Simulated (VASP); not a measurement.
A run of VASP 6.6.1 is set up as follows.

File POSCAR:

```
GeSe
1.0
   11.2394027221      0.0000000000      0.0000000000
    0.0000000000      3.7939968499      0.0000000000
    0.0000000000      0.0000000000      4.7602567956
Ge Se
4 4
Direct
    0.1290200667      0.2500000000      0.1234587194
    0.8709799333      0.7500000000      0.8765412806
    0.3709799333      0.7500000000      0.6234587194
    0.6290200667      0.2500000000      0.3765412806
    0.8486634724      0.2500000000      0.5188803238
    0.1513365276      0.7500000000      0.4811196762
    0.6513365276      0.7500000000      0.0188803238
    0.3486634724      0.2500000000      0.9811196762
```

The input INCAR.step1:

```
SYSTEM = GeSe
PREC = Accurate ; ENCUT = 550
ISMEAR = 0 ; SIGMA = 0.01
LREAL = .FALSE. ; LASPH = .TRUE.
NELM = 120 ; NBANDS = 50
GGA = PE ; ALGO = Normal
EDIFF = 1E-5 ; LWAVE = .TRUE.
LCHARG = .FALSE. ; GGA_COMPAT = .FALSE.
```

The input INCAR.step2:

```
SYSTEM = GeSe
PREC = Accurate ; ENCUT = 550
EDIFF = 1E-6 ; ISMEAR = 0
SIGMA = 0.01 ; LREAL = .FALSE.
LASPH = .TRUE. ; NELM = 120
ALGO = Normal ; ISIF = 2
LWAVE = .FALSE. ; LCHARG = .FALSE.
METAGGA = R2SCAN ; LMIXTAU = .TRUE.
NBANDS = 50 ; ISTART = 1
GGA_COMPAT = .FALSE.
```

KPOINTS

```
Automatic mesh
0
G
  2 6 6
  0 0 0
```

Potentials or basis: VASP PAW PBE potentials, release 64 (Ge_d, Se).

Run with:

```bash
$ cat potpaw_PBE.64/Ge_d/POTCAR potpaw_PBE.64/Se/POTCAR > POTCAR
$ cp INCAR.step1 INCAR
$ mpirun -np 1 vasp_std > vasp.out
$ cp INCAR.step2 INCAR
$ mpirun -np 1 vasp_std > vasp.out
```

(1) Estimate the pressure.

(2) Estimate the band gap on the k mesh.

(3) What does it give for the largest force?

## Answers

(1) -0.4 GPa.

(2) 1.22 eV.

(3) 0.021 eV/Å.

Caveat: the cell differs from its parent crystal (uniaxial z strain +2.0%); the PAW data sets were made with another functional, which shifts forces and pressure a little.
